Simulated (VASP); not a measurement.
# HPbNO4 (Pmmn) in VASP: further runs

HPbNO4 is run at these levels: PBE, revPBE, r2SCAN+rVV10; tasks: single point.

Everything below comes from runs of VASP 6.6.1. Logs are shortened: lines on timing, memory, paths and dates and some standing lists are left out, and cuts for length are marked.

### 1 The cell of the first run

The structure is orthorhombic, space group Pmmn (No. 59). Conventional cell: a = 4.824 Å, b = 5.483 Å, c = 7.096 Å, α = 90.00°, β = 90.00°, γ = 90.00°. Within 1.3 Å of H (site symmetry mm2) lie 1 O at 0.95 Å. Pb (site symmetry mm2) has 11 O at 2.50 to 3.33 Å and 1 N at 2.92 Å and 4 H at 2.93 to 2.96 Å within 3.4 Å. Within 1.6 Å of N (site symmetry mm2) lie 3 O at 1.20 to 1.26 Å. Within 1.3 Å of O (site symmetry mm2) lie 1 H at 0.95 Å. O (site symmetry m) has 1 N at 1.26 Å within 1.7 Å. Within 1.6 Å of O (site symmetry mm2) lie 1 N at 1.20 Å.

### 2 Single point, PBE

The input, INCAR:

```
PREC     = Accurate       # precision mode
ENCUT    = 520            # plane-wave cutoff, eV
EDIFF    = 1E-6           # SCF threshold, eV
ISMEAR   = -1             # smearing method
SIGMA    = 0.05           # smearing width, eV
LREAL    = F              # projectors in reciprocal space
LASPH    = T              # aspherical terms in the spheres
NELM     = 80             # most SCF steps
ALGO     = Normal         # electronic algorithm
ISIF     = 2              # what is computed and relaxed
LWAVE    = F              # write WAVECAR
LCHARG   = F              # write CHGCAR
GGA      = PE             # functional
NBANDS   = 57             # bands
```

The input, KPOINTS:

```
Automatic mesh
0
Gamma
  6 5 4
```

The input, POSCAR:

```
HPbNO4
1.0
    4.8240011800      0.0000000000      0.0000000000
    0.0000000000      5.4829393677      0.0000000000
    0.0000000000      0.0000000000      7.0956025909
H Pb N O
2 2 2 8
Direct
    0.0000000000      0.5000000000      0.1931700000
    0.5000000000      0.0000000000      0.8068300000
    0.5000000000      0.5000000000      0.9525700000
    0.0000000000      0.0000000000      0.0474300000
    0.0000000000      0.0000000000      0.6365400000
    0.5000000000      0.5000000000      0.3634600000
    0.0000000000      0.5000000000      0.0586000000
    0.5000000000      0.0000000000      0.9414000000
    0.0000000000      0.1956900000      0.7299500000
    0.0000000000      0.8043100000      0.7299500000
    0.0000000000      0.0000000000      0.4675000000
    0.5000000000      0.6956900000      0.2700500000
    0.5000000000      0.3043100000      0.2700500000
    0.5000000000      0.5000000000      0.5325000000
```

Potentials or basis: VASP PAW PBE potentials, release 64 (H, Pb_d, N, O).

Command:

```bash
> cat potpaw_PBE.64/H/POTCAR potpaw_PBE.64/Pb_d/POTCAR potpaw_PBE.64/N/POTCAR potpaw_PBE.64/O/POTCAR > POTCAR
> mpirun -np 1 vasp_std > vasp.out
```

OUTCAR:

```text
PREC = Accurate
   ENCUT = 520
   EDIFF = 1E-6
   ISMEAR = -1
   LREAL = F
   LASPH = T
   NELM = 80
   ISIF = 2
   GGA = PE

 ion  position               nearest neighbor table
   1  0.000  0.500  0.193-   7 0.95
   2  0.500  0.000  0.807-   8 0.95
   3  0.500  0.500  0.953-  12 2.50  13 2.50   7 2.53   7 2.53   8 2.74   8 2.74   6 2.92  14 2.98
                             4 3.71   4 3.71   4 3.71   4 3.71
   4  0.000  0.000  0.047-   9 2.50  10 2.50   8 2.53   8 2.53   7 2.74   7 2.74   5 2.92  11 2.98
                             3 3.71   3 3.71   3 3.71   3 3.71
   5  0.000  0.000  0.637-  11 1.20  10 1.26   9 1.26   4 2.92
   6  0.500  0.500  0.363-  14 1.20  13 1.26  12 1.26   3 2.92
   7  0.000  0.500  0.059-   1 0.95   3 2.53   3 2.53   4 2.74   4 2.74
   8  0.500  0.000  0.941-   2 0.95   4 2.53   4 2.53   3 2.74   3 2.74
   9  0.000  0.196  0.730-   5 1.26   4 2.50
  10  0.000  0.804  0.730-   5 1.26   4 2.50
  11  0.000  0.000  0.468-   5 1.20   4 2.98
  12  0.500  0.696  0.270-   6 1.26   3 2.50
  13  0.500  0.304  0.270-   6 1.26   3 2.50
  14  0.500  0.500  0.532-   6 1.20   3 2.98

  LATTYP: Found a simple orthorhombic cell.
 ALAT       =     4.8240011800
 B/A-ratio  =     1.1365957766
 C/A-ratio  =     1.4708956997

  Lattice vectors:

 A1 = (   4.8240011800,   0.0000000000,   0.0000000000)
 A2 = (   0.0000000000,   5.4829393677,   0.0000000000)
 A3 = (   0.0000000000,   0.0000000000,   7.0956025909)

Analysis of symmetry for initial positions (statically):
=====================================================================
 Subroutine PRICEL returns:
 Original cell was already a primitive cell.

 Routine SETGRP: Setting up the symmetry group for a
 simple orthorhombic supercell.

 Subroutine GETGRP returns: Found  8 space group operations
 (whereof  4 operations were pure point group operations)
 out of a pool of  8 trial point group operations.

The static configuration has the point symmetry C_2v.
 The point group associated with its full space group is D_2h.

Analysis of symmetry for dynamics (positions and initial velocities):
=====================================================================
 Subroutine PRICEL returns:
 Original cell was already a primitive cell.

 Routine SETGRP: Setting up the symmetry group for a
 simple orthorhombic supercell.

 Subroutine GETGRP returns: Found  8 space group operations
 (whereof  4 operations were pure point group operations)
 out of a pool of  8 trial point group operations.

The dynamic configuration has the point symmetry C_2v.
 The point group associated with its full space group is D_2h.

 Subroutine INISYM returns: Found  8 space group operations
 (whereof  4 operations are pure point group operations),
 and found     1 'primitive' translations

----------------------------------------------------------------------------------------

                                     Primitive cell

  volume of cell :     187.6766

  direct lattice vectors                    reciprocal lattice vectors
     4.824001180  0.000000000  0.000000000     0.207296798  0.000000000  0.000000000
     0.000000000  5.482939368  0.000000000     0.000000000  0.182383925  0.000000000
     0.000000000  0.000000000  7.095602591     0.000000000  0.000000000  0.140932357

  length of vectors
     4.824001180  5.482939368  7.095602591     0.207296798  0.182383925  0.140932357

  position of ions in fractional coordinates (direct lattice)
     0.000000000  0.500000000  0.193170000
     0.500000000  0.000000000  0.806830000
     0.500000000  0.500000000  0.952570000
     0.000000000  0.000000000  0.047430000
     0.000000000  0.000000000  0.636540000
     0.500000000  0.500000000  0.363460000
     0.000000000  0.500000000  0.058600000
     0.500000000  0.000000000  0.941400000
     0.000000000  0.195690000  0.729950000
     0.000000000  0.804310000  0.729950000
     0.000000000  0.000000000  0.467500000
     0.500000000  0.695690000  0.270050000
     0.500000000  0.304310000  0.270050000
     0.500000000  0.500000000  0.532500000

  ion indices of the primitive-cell ions
   primitive index   ion index
                 1           1
                 2           2
                 3           3
                 4           4
                 5           5
                 6           6
                 7           7
                 8           8
                 9           9
                10          10
                11          11
                12          12
                13          13
                14          14

----------------------------------------------------------------------------------------

 KPOINTS: Automatic mesh

Automatic generation of k-mesh.
 Grid dimensions read from file:
 generate k-points for:    6    5    4

 Generating k-lattice:

  Cartesian coordinates                     Fractional coordinates (reciprocal lattice)
     0.034549466  0.000000000  0.000000000     0.166666667  0.000000000  0.000000000
     0.000000000  0.036476785  0.000000000     0.000000000  0.200000000  0.000000000
     0.000000000  0.000000000  0.035233089     0.000000000  0.000000000  0.250000000

  Length of vectors
     0.034549466  0.036476785  0.035233089

  Shift w.r.t. Gamma in fractional coordinates (k-lattice)
     0.000000000  0.000000000  0.000000000

 Subroutine IBZKPT returns following result:
 ===========================================

 Found     36 irreducible k-points:

 Following reciprocal coordinates:
            Coordinates               Weight
  0.000000  0.000000  0.000000      1.000000
  0.166667  0.000000  0.000000      2.000000
  0.333333  0.000000  0.000000      2.000000
  0.500000  0.000000  0.000000      1.000000
  0.000000  0.200000  0.000000      2.000000
  0.166667  0.200000  0.000000      4.000000
[... 16 lines left out ...]
  0.333333  0.400000  0.250000      8.000000
  0.500000  0.400000  0.250000      4.000000
 [... further k-points ...]
   k-points           NKPTS =     36   k-points in BZ     NKDIM =     36   number of bands    NBANDS=     57
   number of dos      NEDOS =    301   number of ions     NIONS =     14
   total plane-waves  NPLWV =  81648
   dimension x,y,z NGX =    36 NGY =   42 NGZ =   54
   dimension x,y,z NGXF=    72 NGYF=   84 NGZF=  108
   ions per type =               2   2   2   8
   NGX,Y,Z   is equivalent  to a cutoff of  12.41, 12.73, 12.65 a.u.
   NGXF,Y,Z  is equivalent  to a cutoff of  24.81, 25.47, 25.30 a.u.
 SYSTEM =  unknown system
   PREC   = accura    normal or accurate (medium, high low for compatibility)
   ISTART =      0    job   : 0-new  1-cont  2-samecut
   ICHARG =      2    charge: 1-file 2-atom 10-const
   ISPIN  =      1    spin polarized calculation?
   LNONCOLLINEAR =      F non collinear calculations
   LSORBIT =      F    spin-orbit coupling
   LASPH  =      T    aspherical Exc in radial PAW
   ENCUT  =  520.0 eV  38.22 Ry    6.18 a.u.   8.97 10.19 13.19*2*pi/ulx,y,z
   NELM   =     80;   NELMIN=  2; NELMDL= -5     # of ELM steps
   EDIFF  = 0.1E-05   stopping-criterion for ELM
   LREAL  =      F    real-space projection
   EDIFFG = 0.1E-04   stopping-criterion for IOM
   NSW    =      0    number of steps for IOM
   IBRION =     -1    ionic relax: 0-MD 1-quasi-New 2-CG
   NFREE  =      0    steps in history (QN), initial steepest desc. (CG)
   ISIF   =      2    stress and relaxation
   ISYM   =      2    0-nonsym 1-usesym 2-fastsym
   POTIM  = 0.5000    time-step for ionic-motion
   TEBEG  =    0.0;   TEEND  =   0.0 temperature during run
   PSTRESS=    0.0 pullay stress
   NELECT =      88.0000    total number of electrons
   NUPDOWN=      -1.0000    fix difference up-down
   EMIN   =  10.00;   EMAX   =-10.00  energy-range for DOS
   EFERMI =   0.00;   METHOD = LEGACY
   ISMEAR =    -1;   SIGMA  =   0.05  broadening in eV -4-tet -1-fermi 0-gaus
   EFERMI_NEDOS =   21; number of points for ismear=-14 and -15
   IALGO  =     38    algorithm
   IMIX   =      4    mixing-type and parameters
     AMIX     =   0.40;   BMIX     =  1.00
     AMIX_MAG =   1.60;   BMIX_MAG =  1.00
  volume/ion in A,a.u.               =      13.41        90.46
  Fermi-wavevector in a.u.,A,eV,Ry     =   1.271840  2.403428 22.008457  1.617576
  Thomas-Fermi vector in A             =   2.404751
   LORBIT       =      0    0 simple, 1 ext, 2 COOP (PROOUT), +10 PAW based schemes
   GGA     = PE    functional components
   LHFCALC =     F    Hartree Fock is set to
   AEXX    =    0.0000 exact exchange contribution
   IVDW    =     0    specifies the selected vdW correction
   LEPSILON=     F    determine dielectric tensor
   LRPA    =     F    only Hartree local field effects (RPA)
 non-spin polarized calculation
  energy-cutoff  :      520.00
  volume of cell :      187.68
 maximum number of plane-waves:      5090
 NGX is ok and might be reduce to    36
   NGX = 17   NGY = 21   NGZ = 27

 number of electron      87.9999974 magnetization

 Free energy of the ion-electron system (eV)
  ---------------------------------------------------
  ext. energy  EPLUGINS =         0.00000000
  ---------------------------------------------------
  free energy    TOTEN  =       -79.98094832 eV

  energy without entropy =      -79.98094832  energy(sigma->0) =      -79.98094832

 E-fermi :   2.4201     XC(G=0):  -9.0253

 val. band max:        1.1873155681   @ k =   0.5000   0.4000   0.5000
 cond. band min:       4.2049921562   @ k =   0.5000   0.4000   0.0000
 fundamental gap:      3.0176765881
 Fermi energy:         2.4200708495

 k-point     1 :       0.0000    0.0000    0.0000
  band No.  band energies     occupation
      1     -25.1363      2.00000
      2     -25.1013      2.00000
      3     -19.7772      2.00000
      4     -19.7584      2.00000
      5     -18.9522      2.00000
      6     -18.9352      2.00000
[... 1405 lines left out ...]
     55      10.5537      0.00000
     56      10.5537      0.00000

 [... further k-points ...]

 [bands above 56 left out]

------------------------ aborting loop because EDIFF is reached ----------------------------------------

  FORCE on cell =-STRESS in cart. coord.  units (eV):
  Direction    XX          YY          ZZ          XY          YZ          ZX
  --------------------------------------------------------------------------------------
  -------------------------------------------------------------------------------------
  Total        2.6155423      9.3938436     14.7272466      0.0000000      0.0000000      0.0000000
  in kB       22.3286363     80.1943510    125.7251058      0.0000000      0.0000000      0.0000000
  external PRESSURE =      76.0826977 kB  Pullay stress =       0.0000000 kB

 VOLUME and BASIS-vectors are now :
 -----------------------------------------------------------------------------
  energy-cutoff  :      520.00
  volume of cell :      187.68
      direct lattice vectors                 reciprocal lattice vectors
     4.824001180  0.000000000  0.000000000     0.207296798  0.000000000  0.000000000
     0.000000000  5.482939368  0.000000000     0.000000000  0.182383925  0.000000000
     0.000000000  0.000000000  7.095602591     0.000000000  0.000000000  0.140932357

 POSITION                                       TOTAL-FORCE (eV/Angst)
 -----------------------------------------------------------------------------------
      0.00000      2.74147      1.37066         0.000000      0.000000      1.138483
      2.41200      0.00000      5.72495         0.000000      0.000000     -1.138483
      2.41200      2.74147      6.75906         0.000000      0.000000     -0.518246
      0.00000      0.00000      0.33654         0.000000      0.000000      0.518246
      0.00000      0.00000      4.51663         0.000000      0.000000      0.611401
      2.41200      2.74147      2.57897         0.000000      0.000000     -0.611401
      0.00000      2.74147      0.41580         0.000000      0.000000     -0.933878
      2.41200      0.00000      6.67980         0.000000      0.000000      0.933878
      0.00000      1.07296      5.17944         0.000000      1.739190      0.863091
      0.00000      4.40998      5.17944         0.000000     -1.739190      0.863091
      0.00000      0.00000      3.31719         0.000000      0.000000     -2.779980
      2.41200      3.81443      1.91617         0.000000      1.739190     -0.863091
      2.41200      1.66851      1.91617         0.000000     -1.739190     -0.863091
      2.41200      2.74147      3.77841         0.000000      0.000000      2.779980
 -----------------------------------------------------------------------------------
    total drift:                                0.000000      0.000000      0.000000

  FREE ENERGIE OF THE ION-ELECTRON SYSTEM (eV)
  ---------------------------------------------------
  free  energy   TOTEN  =       -79.9809483198 eV

  energy  without entropy=      -79.9809483198  energy(sigma->0) =      -79.98094832
```

Wall time 4.8 min (1 thread of Intel Xeon Platinum 8488C (Sapphire Rapids), shared host); peak memory 0.47 GiB.

What came out:

- Free energy: -79.9809 eV
- Pressure: 7.6 GPa
- Largest force: 2.780 eV/Å
- Band gap on the k mesh: 3.02 eV (least direct gap 3.03 eV)

Forces in eV/Å, atoms in the order of the input:
```
H    0.000  0.000  1.138
H    0.000  0.000 -1.138
Pb   0.000  0.000 -0.518
Pb   0.000  0.000  0.518
N    0.000  0.000  0.611
N    0.000  0.000 -0.611
O    0.000  0.000 -0.934
O    0.000  0.000  0.934
O    0.000  1.739  0.863
O    0.000 -1.739  0.863
O    0.000  0.000 -2.780
O    0.000  1.739 -0.863
O    0.000 -1.739 -0.863
O    0.000  0.000  2.780
```

Caveat: the standard files for N, O and F lose accuracy on very short bonds; the stress differs along the axes, from 2 to 13 GPa; spin-orbit coupling is left out, which moves the levels of the heavy elements; forces of over 1 eV/Å act on the atoms, so gaps and moduli don't describe the material at rest. A k mesh can miss the band edges.

### 3 Single point, PBE

This run uses another cell than the first one, of 13.69 Å³/atom.

The input, INCAR:

```
SYSTEM = HPbNO4
ALGO = Normal ; EDIFF = 1E-7
ENCUT = 520 ; GGA = PE
ISIF = 2 ; ISMEAR = -1
LASPH = .True. ; LCHARG = .False.
LREAL = .False. ; LWAVE = .False.
NBANDS = 57 ; NELM = 100
PREC = Accurate ; SIGMA = 0.05
```

The input, KPOINTS:

```
k-points
0
Gamma
  6 5 4
  0 0 0
```

POSCAR: that of step 2 with these lines changed.

```diff
@@ -2,5 +2,5 @@
 1.0
-    4.8240011800      0.0000000000      0.0000000000
-    0.0000000000      5.4829393677      0.0000000000
-    0.0000000000      0.0000000000      7.0956025909
+    4.8579741386      0.0000000000      0.0000000000
+    0.0000000000      5.5215528890      0.0000000000
+    0.0000000000      0.0000000000      7.1455732696
 H Pb N O
```

Potentials or basis: VASP PAW PBE potentials, release 64 (H, Pb_d, N, O).

Command:

```bash
> cat potpaw_PBE.64/H/POTCAR potpaw_PBE.64/Pb_d/POTCAR potpaw_PBE.64/N/POTCAR potpaw_PBE.64/O/POTCAR > POTCAR
> mpirun -np 1 vasp_std > vasp.out
```

Run time: 5.2 min. Hardware: 1 thread of Intel Xeon Platinum 8488C (Sapphire Rapids), shared host; peak memory 0.48 GiB.

It converged, with:

```yaml
Free_energy: -80.1454 eV
Pressure: 5.0 GPa
Largest_force: 1.984 eV/Å
Band_gap_on_the_k_mesh: 2.97 eV (least direct gap 3.01 eV)
```

Forces in eV/Å, atoms in the order of the input:
```
H    0.000  0.000  0.780
H    0.000  0.000 -0.780
Pb   0.000  0.000 -0.343
Pb   0.000  0.000  0.343
N    0.000  0.000  0.463
N    0.000  0.000 -0.463
O    0.000  0.000 -0.643
O    0.000  0.000  0.643
O    0.000  1.209  0.613
O    0.000 -1.209  0.613
O    0.000  0.000 -1.984
O    0.000  1.209 -0.613
O    0.000 -1.209 -0.613
O    0.000  0.000  1.984
```

Stress tensor (GPa, compression positive):
```
1.32 0.00 0.00
0.00 5.32 0.00
0.00 0.00 8.49
```

Levels at points of the mesh, in eV from the valence-band top:
```
           k point  band 41  band 42  band 43  band 44  band 45  band 46  band 47  band 48
(0.00, 0.00, 0.00)    -1.45    -1.33    -0.33     0.00     3.26     4.00     5.37     5.42
(0.50, 0.00, 0.00)    -0.61    -0.61    -0.17    -0.17     3.54     3.54     5.05     5.05
(0.00, 0.00, 0.50)    -1.47    -1.40    -0.22    -0.11     3.31     3.92     4.48     5.34
(0.50, 0.00, 0.50)    -0.63    -0.63    -0.16    -0.16     3.61     3.61     4.88     4.88
```

Caveat: the standard files for N, O and F lose accuracy on very short bonds; the stress differs along the axes, from 1 to 8 GPa; spin-orbit coupling is left out, which moves the levels of the heavy elements; forces of over 1 eV/Å act on the atoms, so gaps and moduli don't describe the material at rest.

(Continued in part 2 of 2.)
